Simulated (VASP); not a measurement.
# Ti: single point with PBEsol

Ti:

```
Ti
1.0
     0.00000    2.02789    2.02789
     2.02789    0.00000    2.02789
     2.02789    2.02789    0.00000
Ti
1
Direct
  0.00000 0.00000 0.00000
```

This isn't the form of Ti at room conditions, which is hcp.

```yaml
Program: VASP 6.6.1
Task: single point
Functional: PBEsol
Potentials_or_basis: VASP PAW PBE potentials, release 64 (Ti_sv)
Cutoff: 520 eV
k_mesh: 18 × 18 × 18
Occupations: gaussian, width 0.1 eV
Spin: no spin polarisation
Dipole_correction: no
Further_INCAR_settings: ALGO = Normal; EDIFF = 1e-06; NBANDS = 12
```

```
Pressure               : -0.3 GPa
Band gap on the k mesh : zero (bands 6 and 7 overlap by 1.35 eV)
```

Levels at points of the mesh, in eV from the Fermi level:
| k point | band 2 | band 3 | band 4 | band 5 | band 6 | band 7 | band 8 | band 9 | band 10 | band 11 |
| --- | --- | --- | --- | --- | --- | --- | --- | --- | --- | --- |
| (0.00, 0.00, 0.00) | -32.32 | -32.32 | -32.32 | -6.19 | 0.90 | 0.90 | 0.90 | 2.62 | 2.62 | 15.49 |
| (0.50, 0.00, 0.00) | -33.09 | -32.41 | -32.41 | -2.69 | 0.75 | 0.77 | 0.77 | 3.77 | 3.77 | 8.61 |
| (0.50, 0.50, 0.00) | -33.03 | -32.59 | -32.59 | -2.73 | -1.83 | 3.03 | 3.75 | 4.07 | 4.07 | 11.03 |

Run time: 42 s on 1 thread of Intel Xeon 8259CL, on a shared host, peak memory 0.17 GiB.

Caveat: the PAW data sets were made with another functional, which shifts forces and pressure a little.
